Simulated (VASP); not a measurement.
# TiAl3: single point with PBEsol

The system is TiAl3.

```
Ti Al
1.0
     4.10796    0.00000    0.00000
     0.00000    4.10796    0.00000
     0.00000    0.00000    4.10796
Ti Al
1 3
Cartesian
  0.0000 0.0000 0.0000
  2.0540 2.0540 0.0000
  2.0540 0.0000 2.0540
  0.0000 2.0540 2.0540
```

| Item | Value |
| --- | --- |
| Program | VASP 6.6.1 |
| Task | single point |
| Functional | PBEsol |
| Potentials or basis | VASP PAW PBE potentials, release 64 (Ti_sv, Al) |
| Cutoff | 520 eV |
| k mesh | 8 × 8 × 8 |
| Occupations | gaussian, width 0.05 eV |
| Spin | no spin polarisation |
| Dipole correction | no |
| Further INCAR settings | ALGO = Normal; EDIFF = 1e-06; NBANDS = 18 |

The pressure is -10.3 GPa.

Levels at points of the mesh, in eV from the Fermi level:
| k point | band 6 | band 7 | band 8 | band 9 | band 10 | band 11 | band 12 | band 13 | band 14 | band 15 |
| --- | --- | --- | --- | --- | --- | --- | --- | --- | --- | --- |
| (0.00, 0.00, 0.00) | -2.87 | -2.87 | -2.02 | -2.02 | -2.02 | 0.17 | 0.17 | 0.17 | 0.79 | 3.31 |
| (0.50, 0.00, 0.00) | -7.51 | -2.02 | -2.02 | -1.89 | 0.37 | 0.68 | 0.68 | 0.75 | 0.79 | 1.10 |
| (0.50, 0.50, 0.00) | -5.84 | -5.84 | -4.67 | -1.10 | -1.10 | 0.59 | 0.74 | 0.97 | 1.13 | 3.23 |
| (0.50, 0.50, 0.50) | -4.89 | -4.89 | -4.51 | -3.27 | -3.27 | -3.27 | 0.04 | 1.03 | 1.03 | 2.35 |

Run time: 26 s on 1 thread of AMD EPYC 7R43 64-Core Processor (Zen 3), on a shared host, peak memory 0.16 GiB.

Caveat: the PAW data sets were made with another functional, which shifts forces and pressure a little.
